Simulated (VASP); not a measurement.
The system is TaNb2O5.

```
Ta Nb O
1.0
     4.35815    0.00000    0.00000
     0.00000    4.35815    0.00000
     0.00000    0.00000    4.92019
Ta Nb O
1 2 5
Cartesian
  0.0000 0.0000 0.0000
  2.1791 2.1791 2.4601
  0.0000 0.0000 2.4601
  0.0000 2.1791 1.3138
  2.1791 0.0000 1.3138
  0.0000 2.1791 3.6064
  2.1791 0.0000 3.6064
  2.1791 2.1791 0.0000
```

The cell was built from a structure type or drawn by symmetry, and may not be a known phase.

```yaml
Program: VASP 6.6.1
Task: relaxation of cell and atoms
Functional: PBE
Potentials_or_basis: VASP PAW PBE potentials, release 64 (Ta_pv, Nb_sv, O)
Cutoff: 600 eV
k_mesh: 3 × 3 × 3
Occupations: gaussian, width 0.15 eV
Spin: no spin polarisation
```

At the start: pressure -24.5 GPa; volume 11.68 Å³/atom.

**Question.** How do energy, volume and symmetry change on relaxing?

**Answer.** Over 9 steps the energy falls by 627.9 meV/atom and the volume is 10.05 Å³/atom (-13.9 %); space group P4/mmm (No. 123, to 0.1 Å) before and after.

The path:
```
step  energy change (eV)  largest force (eV/Å)  pressure (GPa)  volume (Å³)
   1              0.0000                0.2627          -24.48        93.45
   2             -3.7035                0.6012           35.14        70.23
   3             -4.0339                0.6298           15.87        74.18
   4             -4.7422                1.3911           -3.00        79.31
   5             -4.7466                1.3168           -1.69        78.82
   6             -4.9776                0.4232            1.99        78.85
   7             -5.0027                0.0222            4.03        78.86
   8             -5.0085                0.0114           -3.78        81.80
   9             -5.0230                0.0094           -0.32        80.43
```

Final structure:
```
CELL_PARAMETERS angstrom
3.73697 0.00000 0.00000
0.00000 3.73697 0.00000
0.00000 0.00000 5.75926
ATOMIC_POSITIONS crystal
Ta 0.00000 0.00000 0.00000
Nb 0.50000 0.50000 0.50000
Nb 0.00000 0.00000 0.50000
O 0.00000 0.50000 0.29377
O 0.50000 0.00000 0.29377
O 0.00000 0.50000 0.70623
O 0.50000 0.00000 0.70623
O 0.50000 0.50000 0.00000
```

Caveat: the k points lie up to 0.56 Å⁻¹ apart in the final cell, too coarse for converged energies and pressures of a metal; a cell axis changed by over 15 % at a fixed basis, so the end point is rough; an odd number of electrons without spin polarisation forces a metal; a magnetic or distorted state may lie lower.
